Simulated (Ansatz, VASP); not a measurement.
# One calculation of Zn3Bi2, two programs

```xyz
5
Lattice="5.3456 0.0000 0.0000 0.0000 5.3456 0.0000 0.0000 0.0000 5.3456" Properties=species:S:1:pos:R:3 pbc="T T T"
Zn    2.6728    0.0000    0.0000
Zn    0.0000    2.6728    0.0000
Zn    0.0000    0.0000    2.6728
Bi    2.6728    2.6728    2.6728
Bi    0.0000    0.0000    0.0000
```

Change from the starting cell: species swapped into the Tl2F3 type (Pm-3m, No. 221).

Alike in both runs: functional PBE; k mesh 8 × 8 × 8; occupations gaussian, width 0.1 eV; no spin polarisation.

Ansatz relaxed the structure, and its values are those at the end. VASP's run is a single point on that final structure, the one shown.

```csv
,VASP,Ansatz
version,VASP 6.6.1,Ansatz 0.2.0
potentials or method,"VASP PAW PBE potentials, release 64 (Zn, Bi_d), cutoff 520 eV","scalar-relativistic, plane waves, PAW"
valence electrons in the cell,66,66
```

|  | VASP | Ansatz | Ansatz less VASP |
| --- | --- | --- | --- |
| gap on the k mesh at the Fermi level (eV) | none | none | - |
| pressure (GPa) | 0.0 | 0.0 | -0.03 |

A gap of «none» marks a metal or a gap that the smearing closes.

Neither program's run includes spin-orbit coupling.
